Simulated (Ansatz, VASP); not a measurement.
One calculation of SrTiO3, two programs

File INCAR:

```
PREC     = Accurate       # precision mode
ENCUT    = 520            # plane-wave cutoff, eV
EDIFF    = 1E-6           # SCF threshold, eV
ISMEAR   = 0              # smearing method
SIGMA    = 0.05           # smearing width, eV
LREAL    = F              # projectors in reciprocal space
LASPH    = T              # aspherical terms in the spheres
NELM     = 80             # most SCF steps
ALGO     = Normal         # electronic algorithm
ISIF     = 2              # what is computed and relaxed
LWAVE    = F              # write WAVECAR
LCHARG   = F              # write CHGCAR
GGA      = PS             # functional
NBANDS   = 28             # bands
```

The input KPOINTS:

```
regular mesh
0
Gamma
  8 8 8
```

The input POSCAR:

```
SrTiO3
1.0
    3.7743865313      0.0000000000      0.0000000000
    0.0000000000      3.7743865313      0.0000000000
    0.0000000000      0.0000000000      3.7743865313
Sr Ti O
1 1 3
Direct
    0.0000000000      0.0000000000      0.0000000000
    0.5000000000      0.5000000000      0.5000000000
    0.0000000000      0.5000000000      0.5000000000
    0.5000000000      0.0000000000      0.5000000000
    0.5000000000      0.5000000000      0.0000000000
```

Input for Ansatz:

```yaml
crystal:
  lattice:
    - [3.7743865313, 0.0, 0.0]
    - [0.0, 3.7743865313, 0.0]
    - [0.0, 0.0, 3.7743865313]
  atoms:
    - { symbol: Sr, position: [0.0, 0.0, 0.0] }
    - { symbol: Ti, position: [0.5, 0.5, 0.5] }
    - { symbol: O, position: [0.0, 0.5, 0.5] }
    - { symbol: O, position: [0.5, 0.0, 0.5] }
    - { symbol: O, position: [0.5, 0.5, 0.0] }
basis:
  ecutwfc: 420
kpoints:
  mp_grid: { grid: [8, 8, 8] }
hamiltonian:
  xc: pbesol
scf:
  occupations: { method: gaussian, width: 0.05 }
output:
  forces: true
  stress: true
  eigenvalues: true
```

Change from the starting cell: strain -0.030 along x and y, -0.030 along z, atoms carried along.

Alike in both runs: task single point; functional PBEsol; k mesh 8 × 8 × 8; occupations gaussian, width 0.05 eV; no spin polarisation.

|  | VASP | Ansatz |
| --- | --- | --- |
| version | VASP 6.6.1 | Ansatz 0.2.0 |
| potentials or method | VASP PAW PBE potentials, release 64 (Sr_sv, Ti_sv, O), cutoff 520 eV | scalar-relativistic, plane waves, PAW |
| valence electrons in the cell | 40 | 40 |

Ansatz gave:

| Quantity | Value |
| --- | --- |
| gap on the k mesh at the Fermi level (eV) | 2.01 |
| least direct gap on the mesh (eV) | 2.27 |
| pressure (GPa) | 20.7 |

Q: Which values does VASP return?

A: gap on the k mesh at the Fermi level (eV): 1.97; least direct gap on the mesh (eV): 2.24; pressure (GPa): 21.6.

VASP's potentials were made for PBE, not for PBEsol.
